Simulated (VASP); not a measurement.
Write the native input for VASP 6.6.1 that does the following.

```yaml
Task: single point
Functional: PBEsol
Potentials_or_basis: VASP PAW PBE potentials, release 64 (Bi_d, Te)
Cutoff: 520 eV
k_mesh: 16 × 16 × 16
Occupations: gaussian, width 0.15 eV
Spin: no spin polarisation
Dipole_correction: no
Further_INCAR_settings: ALGO = Normal; EDIFF = 1e-06; NBANDS = 18
```

The structure of BiTe lies in POSCAR:

```
BiTe
1.0
    0.0000000000      2.8975805186      3.1971538327
    3.4967271468      0.0000000000      3.1971538327
    3.4967271468      2.8975805186      0.0000000000
Bi Te
1 1
Direct
    0.0000000000      0.0000000000      0.0000000000
    0.5000000000      0.5000000000      0.5000000000
```

This cell differs from its parent crystal: strain +0.0937 x Voigt [1, -1, 0, 0, 0, 0].

The input as run:

INCAR

```
PREC = Accurate
ENCUT = 520
EDIFF = 1E-6
ISMEAR = 0
SIGMA = 0.15
LREAL = False
LASPH = True
NELM = 80
ALGO = Normal
ISIF = 2
LWAVE = False
LCHARG = False
GGA = PS
NBANDS = 18
```

KPOINTS

```
Automatic mesh
0
Gamma
  16 16 16
```

Potentials or basis: VASP PAW PBE potentials, release 64 (Bi_d, Te).

Run with:

```console
$ cat potpaw_PBE.64/Bi_d/POTCAR potpaw_PBE.64/Te/POTCAR > POTCAR
$ mpirun -np 1 vasp_std > vasp.out
```

Results of the run:

```
Pressure               : 3.5 GPa
Band gap on the k mesh : zero (an odd number of electrons rules out a gap without spin polarisation)
```

Caveat: the cell differs from its parent crystal (strain +0.0937 x Voigt [1, -1, 0, 0, 0, 0]); the stress differs along the axes, from -4 to 14 GPa; the PAW data sets were made with another functional, which shifts forces and pressure a little; spin-orbit coupling is left out, which moves the levels of the heavy elements.

It took 3.7 min on 1 thread of Intel(R) Xeon(R) 6975P-C (Granite Rapids), with other jobs on the host, peak memory 0.78 GiB.
